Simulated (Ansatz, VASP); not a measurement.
Two plane-wave programs on KTaO3

File POSCAR:

```
KTaO3
1.0
    3.9086768649      0.0000000000      0.0000000000
    0.0000000000      3.9086768649      0.0000000000
    0.0000000000      0.0000000000      3.9086768649
K Ta O
1 1 3
Direct
    0.5000000000      0.5000000000      0.5000000000
    0.0000000000      0.0000000000      0.0000000000
    0.5000000000      0.0000000000      0.0000000000
    0.0000000000      0.5000000000      0.0000000000
    0.0000000000      0.0000000000      0.5000000000
```

File INCAR.step1:

```
  ALGO = Normal
  EDIFF = 1E-5
  ENCUT = 660
  GGA = PE
  GGA_COMPAT = F
  ISMEAR = 0
  LASPH = T
  LCHARG = F
  LREAL = F
  LWAVE = T
  NBANDS = 28
  NELM = 120
  PREC = Accurate
  SIGMA = 0.01
```

File INCAR.step2:

```
  ALGO = Normal
  EDIFF = 1E-6
  ENCUT = 660
  GGA_COMPAT = F
  ISIF = 2
  ISMEAR = 0
  ISTART = 1
  LASPH = T
  LCHARG = F
  LMIXTAU = T
  LREAL = F
  LWAVE = F
  METAGGA = R2SCAN
  NBANDS = 28
  NELM = 120
  PREC = Accurate
  SIGMA = 0.01
```

File KPOINTS:

```
k-points
0
Gamma
  6 6 6
```

Input for Ansatz:

```yaml
crystal:
  lattice:
    - [3.9086768649, 0.0, 0.0]
    - [0.0, 3.9086768649, 0.0]
    - [0.0, 0.0, 3.9086768649]
  atoms:
    - { symbol: K, position: [0.5, 0.5, 0.5] }
    - { symbol: Ta, position: [0.0, 0.0, 0.0] }
    - { symbol: O, position: [0.5, 0.0, 0.0] }
    - { symbol: O, position: [0.0, 0.5, 0.0] }
    - { symbol: O, position: [0.0, 0.0, 0.5] }
kpoints:
  mp_grid: { grid: [6, 6, 6] }
hamiltonian:
  xc: r2scan
scf:
  occupations: { method: fixed }
  n_extra_bands: 5
output:
  forces: true
  stress: true
  eigenvalues: true
```

Alike in both runs: task single point; functional r2SCAN; k mesh 6 × 6 × 6; no spin polarisation.

```csv
,VASP,Ansatz
version,VASP 6.6.1,Ansatz 0.2.0
potentials or method,"VASP PAW PBE potentials, release 64 (K_sv, Ta_sv_GW, O)","plane waves, PAW"
plane-wave cutoff (eV),660,500
occupations,"gaussian, width 0.01 eV",fixed
valence electrons in the cell,40,40
```

|  | VASP | Ansatz | Ansatz less VASP |
| --- | --- | --- | --- |
| gap on the k mesh at the Fermi level (eV) | 2.77 | 2.78 | +0.013 |
| pressure (GPa) | 15.1 | 14.8 | -0.24 |

VASP's potentials were made for PBE, not for r2SCAN.

Neither program's run includes spin-orbit coupling.
